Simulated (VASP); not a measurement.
# Pt (Fm-3m) in VASP: further runs

Aim: see how the results for Pt move with the level of theory and the settings. Levels: r2SCAN, BLYP. Tasks: single point.

All numbers are computed with VASP 6.6.1; they aren't measurements. Logs are shortened: lines on timing, memory, paths and dates and some standing lists are left out, and cuts for length are marked.

## (1) The cell of the first run

Symmetry: Fm-3m, No. 225, cubic system. Conventional cell: a = 3.869 Å, b = 3.869 Å, c = 3.869 Å, α = 90.00°, β = 90.00°, γ = 90.00°. Within 3.6 Å of Pt (site symmetry m-3m) lie 12 Pt at 2.74 Å.

## (2) Single point, r2SCAN

Input file POSCAR:

```
Pt
1.0
    0.0000000000      1.9343981026      1.9343981026
    1.9343981026      0.0000000000      1.9343981026
    1.9343981026      1.9343981026      0.0000000000
Pt
1
Direct
    0.0000000000      0.0000000000      0.0000000000
```

Input file INCAR.step1:

```
SYSTEM = Pt
ALGO = Normal
EDIFF = 1E-4
ENCUT = 520
GGA = PE
ISMEAR = -1
LASPH = .TRUE.
LCHARG = .FALSE.
LREAL = .FALSE.
LWAVE = .TRUE.
NBANDS = 11
NELM = 100
PREC = Accurate
SIGMA = 0.05
```

Input file INCAR.step2:

```
SYSTEM = Pt
ALGO = Normal
EDIFF = 1E-7
ENCUT = 520
ISIF = 2
ISMEAR = -1
ISTART = 1
LASPH = .TRUE.
LCHARG = .FALSE.
LMIXTAU = .TRUE.
LREAL = .FALSE.
LWAVE = .FALSE.
METAGGA = R2SCAN
NBANDS = 11
NELM = 100
PREC = Accurate
SIGMA = 0.05
```

Input file KPOINTS:

```
k-points
0
G
  12 12 12
  0 0 0
```

Potentials or basis: VASP PAW PBE potentials, release 64 (Pt).

Command:

```sh
$ cat potpaw_PBE.64/Pt/POTCAR > POTCAR
$ cp INCAR.step1 INCAR
$ mpirun -np 1 vasp_std > vasp.out
$ cp INCAR.step2 INCAR
$ mpirun -np 1 vasp_std > vasp.out
```

OUTCAR:

```text
SYSTEM = Pt
   EDIFF = 1E-7
   ENCUT = 520
   ISIF = 2
   ISMEAR = -1
   ISTART = 1
   LASPH = .TRUE.
   LREAL = .FALSE.
   METAGGA = R2SCAN
   NELM = 100
   PREC = Accurate

 ion  position               nearest neighbor table
   1  0.000  0.000  0.000-

  LATTYP: Found a face centered cubic cell.
 ALAT       =     3.8687962052

  Lattice vectors:

 A1 = (   0.0000000000,   1.9343981026,   1.9343981026)
 A2 = (   1.9343981026,   0.0000000000,   1.9343981026)
 A3 = (   1.9343981026,   1.9343981026,   0.0000000000)

Analysis of symmetry for initial positions (statically):
=====================================================================
 Subroutine PRICEL returns:
 Original cell was already a primitive cell.

 Routine SETGRP: Setting up the symmetry group for a
 face centered cubic supercell.

 Subroutine GETGRP returns: Found 48 space group operations
 (whereof 48 operations were pure point group operations)
 out of a pool of 48 trial point group operations.

The static configuration has the point symmetry O_h .

Analysis of symmetry for dynamics (positions and initial velocities):
=====================================================================
 Subroutine PRICEL returns:
 Original cell was already a primitive cell.

 Routine SETGRP: Setting up the symmetry group for a
 face centered cubic supercell.

 Subroutine GETGRP returns: Found 48 space group operations
 (whereof 48 operations were pure point group operations)
 out of a pool of 48 trial point group operations.

The dynamic configuration has the point symmetry O_h .

 Subroutine INISYM returns: Found 48 space group operations
 (whereof 48 operations are pure point group operations),
 and found     1 'primitive' translations

----------------------------------------------------------------------------------------

                                     Primitive cell

  volume of cell :      14.4766

  direct lattice vectors                    reciprocal lattice vectors
     0.000000000  1.934398103  1.934398103    -0.258478335  0.258478335  0.258478335
     1.934398103  0.000000000  1.934398103     0.258478335 -0.258478335  0.258478335
     1.934398103  1.934398103  0.000000000     0.258478335  0.258478335 -0.258478335

  length of vectors
     2.735652032  2.735652032  2.735652032     0.447697608  0.447697608  0.447697608

  position of ions in fractional coordinates (direct lattice)
     0.000000000  0.000000000  0.000000000

  ion indices of the primitive-cell ions
   primitive index   ion index
                 1           1

----------------------------------------------------------------------------------------

 KPOINTS: k-points

Automatic generation of k-mesh.
 Grid dimensions read from file:
 generate k-points for:   12   12   12

 Generating k-lattice:

  Cartesian coordinates                     Fractional coordinates (reciprocal lattice)
    -0.021539861  0.021539861  0.021539861     0.083333333  0.000000000  0.000000000
     0.021539861 -0.021539861  0.021539861     0.000000000  0.083333333  0.000000000
     0.021539861  0.021539861 -0.021539861     0.000000000  0.000000000  0.083333333

  Length of vectors
     0.037308134  0.037308134  0.037308134

  Shift w.r.t. Gamma in fractional coordinates (k-lattice)
     0.000000000  0.000000000  0.000000000

 Subroutine IBZKPT returns following result:
 ===========================================

 Found     72 irreducible k-points:

 Following reciprocal coordinates:
            Coordinates               Weight
  0.000000  0.000000  0.000000      1.000000
  0.083333  0.000000  0.000000      8.000000
  0.166667  0.000000  0.000000      8.000000
  0.250000  0.000000  0.000000      8.000000
  0.333333  0.000000  0.000000      8.000000
  0.416667  0.000000  0.000000      8.000000
[... 16 lines left out ...]
  0.500000  0.166667  0.000000     24.000000
 -0.416667  0.166667  0.000000     24.000000
 [... further k-points ...]
   k-points           NKPTS =     72   k-points in BZ     NKDIM =     72   number of bands    NBANDS=     11
   number of dos      NEDOS =    301   number of ions     NIONS =      1
   total plane-waves  NPLWV =   8000
   dimension x,y,z NGX =    20 NGY =   20 NGZ =   20
   dimension x,y,z NGXF=    40 NGYF=   40 NGZF=   40
   ions per type =               1
   NGX,Y,Z   is equivalent  to a cutoff of  12.15, 12.15, 12.15 a.u.
   NGXF,Y,Z  is equivalent  to a cutoff of  24.31, 24.31, 24.31 a.u.
 SYSTEM =  Pt
   PREC   = accura    normal or accurate (medium, high low for compatibility)
   ISTART =      1    job   : 0-new  1-cont  2-samecut
   ICHARG =      0    charge: 1-file 2-atom 10-const
   ISPIN  =      1    spin polarized calculation?
   LNONCOLLINEAR =      F non collinear calculations
   LSORBIT =      F    spin-orbit coupling
   LASPH  =      T    aspherical Exc in radial PAW
   ENCUT  =  520.0 eV  38.22 Ry    6.18 a.u.   5.09  5.09  5.09*2*pi/ulx,y,z
   NELM   =    100;   NELMIN=  2; NELMDL=  0     # of ELM steps
   EDIFF  = 0.1E-06   stopping-criterion for ELM
   LREAL  =      F    real-space projection
   EDIFFG = 0.1E-05   stopping-criterion for IOM
   NSW    =      0    number of steps for IOM
   IBRION =     -1    ionic relax: 0-MD 1-quasi-New 2-CG
   NFREE  =      0    steps in history (QN), initial steepest desc. (CG)
   ISIF   =      2    stress and relaxation
   ISYM   =      2    0-nonsym 1-usesym 2-fastsym
   POTIM  = 0.5000    time-step for ionic-motion
   TEBEG  =    0.0;   TEEND  =   0.0 temperature during run
   PSTRESS=    0.0 pullay stress
   NELECT =      10.0000    total number of electrons
   NUPDOWN=      -1.0000    fix difference up-down
   EMIN   =  10.00;   EMAX   =-10.00  energy-range for DOS
   EFERMI =   0.00;   METHOD = LEGACY
   ISMEAR =    -1;   SIGMA  =   0.05  broadening in eV -4-tet -1-fermi 0-gaus
   EFERMI_NEDOS =   21; number of points for ismear=-14 and -15
   IALGO  =     38    algorithm
   IMIX   =      4    mixing-type and parameters
     AMIX     =   0.40;   BMIX     =  1.00
     AMIX_MAG =   1.60;   BMIX_MAG =  1.00
  volume/ion in A,a.u.               =      14.48        97.69
  Fermi-wavevector in a.u.,A,eV,Ry     =   1.447168  2.734751 28.494620  2.094295
  Thomas-Fermi vector in A             =   2.565154
   LORBIT       =      0    0 simple, 1 ext, 2 COOP (PROOUT), +10 PAW based schemes
   METAGGA = R2SCAN    functional components
   LHFCALC =     F    Hartree Fock is set to
   AEXX    =    0.0000 exact exchange contribution
   IVDW    =     0    specifies the selected vdW correction
   LEPSILON=     F    determine dielectric tensor
   LRPA    =     F    only Hartree local field effects (RPA)
 non-spin polarized calculation
  energy-cutoff  :      520.00
  volume of cell :       14.48
 maximum number of plane-waves:       399
   NGX = 11   NGY = 11   NGZ = 11

 number of electron       9.9999999 magnetization

 Free energy of the ion-electron system (eV)
  ---------------------------------------------------
  ext. energy  EPLUGINS =         0.00000000
  ---------------------------------------------------
  free energy    TOTEN  =       -51.46469693 eV

  energy without entropy =      -51.45049907  energy(sigma->0) =      -51.45759800

 E-fermi :  11.8515     XC(G=0): -14.9220

 val. band max:       11.8495420663   @ k =   0.4167   0.2500   0.0000
 cond. band min:      11.8526626089   @ k =  -0.4167   0.3333   0.0833
 fundamental gap:      0.0031205426
 Fermi energy:        11.8514844491

 k-point     1 :       0.0000    0.0000    0.0000
  band No.  band energies     occupation
      1       0.8398      2.00000
      2       7.6453      2.00000
      3       7.6453      2.00000
      4       7.6453      2.00000
      5       9.9691      2.00000
      6       9.9691      2.00000
      7      27.1731      0.00000
      8      32.5901      0.00000
      9      32.5901      0.00000
     10      32.5901      0.00000
     11      38.6134      0.00000

 k-point     2 :       0.0833    0.0000    0.0000
  band No.  band energies     occupation
      1       1.1411      2.00000
      2       7.5105      2.00000
      3       7.7643      2.00000
      4       7.7643      2.00000
      5       9.9045      2.00000
      6       9.9045      2.00000
      7      27.6449      0.00000
      8      31.2429      0.00000
      9      33.0602      0.00000
     10      33.0602      0.00000
     11      40.0393      0.00000

 k-point     3 :       0.1667    0.0000    0.0000
  band No.  band energies     occupation
      1       1.9711      2.00000
      2       7.2461      2.00000
      3       8.0027      2.00000
      4       8.0027      2.00000
      5       9.8559      2.00000
      6       9.8559      2.00000
      7      28.7345      0.00000
      8      28.8284      0.00000
      9      34.3740      0.00000
     10      34.3740      0.00000
     11      38.5974      0.00000

 k-point     4 :       0.2500    0.0000    0.0000
  band No.  band energies     occupation
      1       3.0206      2.00000
      2       7.2831      2.00000
      3       8.0384      2.00000
      4       8.0384      2.00000
      5      10.1835      2.00000
      6      10.1835      2.00000
      7      26.1393      0.00000
      8      29.1688      0.00000
      9      36.0345      0.00000
     10      36.0345      0.00000
     11      36.9634      0.00000

 k-point     5 :       0.3333    0.0000    0.0000
  band No.  band energies     occupation
      1       3.6736      2.00000
      2       7.8307      2.00000
      3       7.8307      2.00000
      4       8.2785      2.00000
      5      10.8938      2.00000
      6      10.8938      2.00000
      7      23.0540      0.00000
      8      28.1434      0.00000
      9      34.7255      0.00000
     10      34.7255      0.00000
     11      38.5509      0.00000
[... 211 lines left out ...]
 k-point    21 :       0.3333    0.1667    0.0000
  band No.  band energies     occupation
      1       4.1657      2.00000
      2       6.3411      2.00000
      3       7.7256      2.00000
      4       8.8216      2.00000
      5      10.6575      2.00000
      6      11.2228      1.99999
      7      25.7089      0.00000
      8      29.9988      0.00000
      9      31.0776      0.00000
     10      33.1206      0.00000
     11      38.0115      0.00000

 k-point    22 :       0.4167    0.1667    0.0000
  band No.  band energies     occupation
      1       4.5632      2.00000
      2       6.9203      2.00000
      3       7.5041      2.00000
      4       8.6077      2.00000
      5      11.7898      1.54909
      6      12.4307      0.00002
      7      22.1173      0.00000
      8      28.8216      0.00000
      9      30.4222      0.00000
     10      32.4259      0.00000
     11      40.1472      0.00000

 k-point    23 :       0.5000    0.1667    0.0000
  band No.  band energies     occupation
      1       4.6209      2.00000
      2       6.8989      2.00000
      3       8.3368      2.00000
      4       8.3902      2.00000
      5      11.9396      0.29276
      6      14.5456      0.00000
      7      18.9440      0.00000
      8      28.0324      0.00000
      9      30.4828      0.00000
     10      30.9226      0.00000
     11      40.9340      0.00000

 k-point    24 :      -0.4167    0.1667    0.0000
  band No.  band energies     occupation
      1       4.6831      2.00000
      2       6.9132      2.00000
      3       8.2873      2.00000
      4       8.6825      2.00000
      5      11.4990      1.99826
      6      15.1555      0.00000
      7      18.4938      0.00000
      8      27.6680      0.00000
      9      29.8713      0.00000
     10      31.6925      0.00000
     11      40.4624      0.00000

 [... further k-points ...]
[... 5 lines left out ...]
  --------------------------------------------------------------------------------------
  -------------------------------------------------------------------------------------
  Total        1.6747511      1.6747511      1.6747511      0.0000000      0.0000000      0.0000000
  in kB      185.3502986    185.3502986    185.3502986      0.0000000      0.0000000      0.0000000
  external PRESSURE =     185.3502986 kB  Pullay stress =       0.0000000 kB

 VOLUME and BASIS-vectors are now :
 -----------------------------------------------------------------------------
  energy-cutoff  :      520.00
  volume of cell :       14.48
      direct lattice vectors                 reciprocal lattice vectors
     0.000000000  1.934398103  1.934398103    -0.258478335  0.258478335  0.258478335
     1.934398103  0.000000000  1.934398103     0.258478335 -0.258478335  0.258478335
     1.934398103  1.934398103  0.000000000     0.258478335  0.258478335 -0.258478335

 POSITION                                       TOTAL-FORCE (eV/Angst)
 -----------------------------------------------------------------------------------
      0.00000      0.00000      0.00000         0.000000      0.000000      0.000000
 -----------------------------------------------------------------------------------
    total drift:                                0.000000      0.000000     -0.000000

  FREE ENERGIE OF THE ION-ELECTRON SYSTEM (eV)
  ---------------------------------------------------
  free  energy   TOTEN  =       -51.4646969345 eV

  energy  without entropy=      -51.4504990736  energy(sigma->0) =      -51.45759800
```

It took 68 s on 1 thread of Intel Xeon 8259CL, shared host; peak memory 0.14 GiB.

Results:

```
Free energy            : -51.4647 eV
Pressure               : 18.5 GPa
Band gap on the k mesh : zero (band 5 reaches 12.41 eV, above the bottom of band 6 at 9.86 eV)
```

Levels at points of the mesh, in eV from the Fermi level:
```csv
k point,band 3,band 4,band 5,band 6,band 7,band 8
"(0.00, 0.00, 0.00)",-4.21,-4.21,-1.88,-1.88,15.32,20.74
"(0.50, 0.00, 0.00)",-4.32,-0.51,0.02,0.02,6.48,14.98
"(0.50, 0.50, 0.00)",-0.07,0.55,0.55,1.84,9.80,12.14
```

Caveat: the PAW data sets were made with another functional, which shifts forces and pressure a little; spin-orbit coupling is left out, which moves the levels of the heavy elements.

## (3) Single point, BLYP

This run uses another cell than the first one, of 15.08 Å³/atom, 1.042 times its volume.

Input file INCAR:

```
PREC = Accurate ; ENCUT = 520
EDIFF = 1E-6 ; ISMEAR = -1
SIGMA = 0.1 ; LREAL = F
LASPH = T ; NELM = 100
ALGO = Fast ; ISIF = 2
LWAVE = F ; LCHARG = T
GGA = B5 ; ALDAX = 1.0
AGGAX = 1.0 ; AGGAC = 1.0
ALDAC = 0.0 ; LELF = T
LVHAR = T ; NBANDS = 11
```

Input file KPOINTS:

```
Automatic mesh
0
Gamma
  12 12 12
```

Input file POSCAR:

```
Pt
1.0
    0.0000000000      1.9609000000      1.9609000000
    1.9609000000      0.0000000000      1.9609000000
    1.9609000000      1.9609000000      0.0000000000
Pt
1
Direct
    0.0000000000      0.0000000000      0.0000000000
```

Potentials or basis: VASP PAW PBE potentials, release 64 (Pt).

Command:

```sh
$ cat potpaw_PBE.64/Pt/POTCAR > POTCAR
$ mpirun -np 1 vasp_std > vasp.out
```

It took 21 s on 1 thread of Intel Xeon 8259CL, shared host; peak memory 0.15 GiB.

Results (log left out):

* Free energy: -4.9082 eV
* Pressure: 27.4 GPa
* Band gap on the k mesh: zero (band 5 reaches 12.37 eV, above the bottom of band 6 at 10.11 eV)

Levels at points of the mesh, in eV from the Fermi level:
```
           k point  band 1  band 2  band 3  band 4  band 5  band 6  band 7  band 8  band 9  band 10
(0.00, 0.00, 0.00)  -10.09   -3.83   -3.83   -3.83   -1.68   -1.68   14.90   19.72   19.72    19.72
(0.50, 0.00, 0.00)   -7.31   -3.90   -3.90   -0.23    0.01    0.01    5.84   14.50   19.02    19.02
(0.50, 0.50, 0.00)   -7.06   -6.63   -0.03    0.47    0.47    1.98    8.87   11.50   11.50    20.54
```

Caveat: the PAW data sets were made with another functional, which shifts forces and pressure a little; spin-orbit coupling is left out, which moves the levels of the heavy elements.
